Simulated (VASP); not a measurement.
## Zn: single point with LDA

Crystal: Zn.

```
Zn
1.0
    -0.70706    1.66443    1.66443
     1.66443   -0.70706    1.66443
     1.66443    1.66443   -0.70706
Zn
1
Direct
  0.00000 0.00000 0.00000
```

```yaml
Program: VASP 6.6.1
Task: single point
Functional: LDA
Potentials_or_basis: VASP PAW LDA potentials, release 64 (Zn)
Cutoff: 520 eV
k_mesh: 22 × 22 × 22
Occupations: gaussian, width 0.15 eV
Spin: no spin polarisation
Dipole_correction: no
Further_INCAR_settings: ALGO = Fast; EDIFF = 1e-06; NBANDS = 12
```

| Item | Value |
| --- | --- |
| Pressure | 7.5 GPa |
| Band gap on the k mesh | zero (band 6 reaches 7.51 eV, above the bottom of band 7 at 0.17 eV) |

Stress tensor (GPa, compression positive):
```
7.54 1.60 1.60
1.60 7.54 1.60
1.60 1.60 7.54
```

Levels at points of the mesh, in eV from the Fermi level:
```tsv
k point	band 4	band 5	band 6	band 7	band 8	band 9
(0.00, 0.00, 0.00)	-7.01	-7.01	-6.99	14.03	14.03	14.23
(0.50, 0.00, 0.00)	-7.43	-6.97	-3.61	-2.70	18.71	18.74
(0.50, 0.50, 0.00)	-7.36	-6.62	0.64	2.16	3.61	7.06
(0.50, 0.50, 0.50)	-6.60	-6.60	4.56	7.20	7.20	9.67
```

Wall time 43 s on 1 thread of Intel(R) Xeon(R) 6975P-C (Granite Rapids), on a shared host, peak memory 0.26 GiB.
